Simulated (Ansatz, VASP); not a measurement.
One calculation of Si9N8O6, two programs

INCAR

```
PREC = Accurate
ENCUT = 600
EDIFF = 1E-6
ISMEAR = 0
SIGMA = 0.1
LREAL = Auto
LASPH = True
NELM = 100
ALGO = Normal
ISIF = 3
LWAVE = False
LCHARG = False
GGA = PE
IBRION = 2
NSW = 45
EDIFFG = -0.04
ISYM = 0
```

KPOINTS

```
regular mesh
0
Gamma
  3 3 3
```

POSCAR

```
Si9N8O6
1.0
    6.8405802242     -0.0799457909     -0.3139206291
   -0.0733419238      6.8784184349     -0.5228453803
   -0.3131540069     -0.5355969245      6.1669292923
Si N O
9 8 6
Direct
    0.7519797421      0.3985345275      0.6827792152
    0.2090908266      0.4916402020      0.7036446699
    0.0559902678      0.0851388339      0.6565134673
    0.5919124868      0.6299987759      0.9383562588
    0.2657874125      0.4777711254      0.2187302321
    0.5073305209      0.7636968416      0.5445827323
    0.4549708078      0.2001486656      0.4735963162
    0.9032873555      0.6419408833      0.3871789919
    0.8767013847      0.9546345929      0.2003779584
    0.1490094576      0.9497516544      0.8711708910
    0.3437073449      0.5605538891      0.9801648925
    0.7678955038      0.7283246673      0.1391338792
    0.9650104194      0.5322719824      0.6347429761
    0.2500287738      0.2374903897      0.6326227369
    0.3132189041      0.6010833172      0.4985277034
    0.9856363469      0.8979056957      0.4513331679
    0.1010964709      0.9227957849      0.0386130554
    0.0252958908      0.4829464546      0.2067898403
    0.4849205234      0.9581261687      0.4278798215
    0.3692259286      0.2631770331      0.2319798364
    0.5622903116      0.8254242906      0.8076457314
    0.8752054479      0.2031616998      0.7661264283
    0.6675011791      0.6015891293      0.4485155025
```

Input for Ansatz:

```yaml
crystal:
  lattice:
    - [6.8405802242, -0.0799457909, -0.3139206291]
    - [-0.0733419238, 6.8784184349, -0.5228453803]
    - [-0.3131540069, -0.5355969245, 6.1669292923]
  atoms:
    - { symbol: Si, position: [0.7519797421, 0.3985345275, 0.6827792152] }
    - { symbol: Si, position: [0.2090908266, 0.491640202, 0.7036446699] }
    - { symbol: Si, position: [0.0559902678, 0.0851388339, 0.6565134673] }
    - { symbol: Si, position: [0.5919124868, 0.6299987759, 0.9383562588] }
    - { symbol: Si, position: [0.2657874125, 0.4777711254, 0.2187302321] }
    - { symbol: Si, position: [0.5073305209, 0.7636968416, 0.5445827323] }
    - { symbol: Si, position: [0.4549708078, 0.2001486656, 0.4735963162] }
    - { symbol: Si, position: [0.9032873555, 0.6419408833, 0.3871789919] }
    - { symbol: Si, position: [0.8767013847, 0.9546345929, 0.2003779584] }
    - { symbol: "N", position: [0.1490094576, 0.9497516544, 0.871170891] }
    - { symbol: "N", position: [0.3437073449, 0.5605538891, 0.9801648925] }
    - { symbol: "N", position: [0.7678955038, 0.7283246673, 0.1391338792] }
    - { symbol: "N", position: [0.9650104194, 0.5322719824, 0.6347429761] }
    - { symbol: "N", position: [0.2500287738, 0.2374903897, 0.6326227369] }
    - { symbol: "N", position: [0.3132189041, 0.6010833172, 0.4985277034] }
    - { symbol: "N", position: [0.9856363469, 0.8979056957, 0.4513331679] }
    - { symbol: "N", position: [0.1010964709, 0.9227957849, 0.0386130554] }
    - { symbol: O, position: [0.0252958908, 0.4829464546, 0.2067898403] }
    - { symbol: O, position: [0.4849205234, 0.9581261687, 0.4278798215] }
    - { symbol: O, position: [0.3692259286, 0.2631770331, 0.2319798364] }
    - { symbol: O, position: [0.5622903116, 0.8254242906, 0.8076457314] }
    - { symbol: O, position: [0.8752054479, 0.2031616998, 0.7661264283] }
    - { symbol: O, position: [0.6675011791, 0.6015891293, 0.4485155025] }
  symmetry: { detect: false }
basis:
  ecutwfc: 420
kpoints:
  mp_grid: { grid: [3, 3, 3] }
hamiltonian:
  xc: pbe
scf:
  occupations: { method: gaussian, width: 0.1 }
  lower_state_search: "off"
output:
  forces: true
  stress: true
  eigenvalues: true
relax:
  adjacent_minimum: "off"
  f_tol: 0.04
  max_steps: 25
  cell: { stress_tol: 0.3 }
```

Alike in both runs: task relaxation of cell and atoms; functional PBE; k mesh 3 × 3 × 3; occupations gaussian, width 0.1 eV; no spin polarisation.

|  | VASP | Ansatz |
| --- | --- | --- |
| version | VASP 6.6.1 | Ansatz 0.2.0 |
| potentials or method | VASP PAW PBE potentials, release 64 (Si, N, O), cutoff 600 eV | scalar-relativistic, plane waves, PAW |
| valence electrons in the cell | 112 | 112 |

|  | VASP | Ansatz | Ansatz less VASP |
| --- | --- | --- | --- |
| gap on the k mesh at the Fermi level, each at its own relaxed structure (eV) | 0.88 | 0.91 | +0.035 |
| relaxed volume (Å³/atom) | 12.48 | 12.51 | +0.031 |
| relaxed length of the cell vector where the two differ most in proportion (Å) | 6.205 | 6.211 | +0.0065 |

Noted on VASP's run: the standard files for N, O and F lose accuracy on very short bonds.
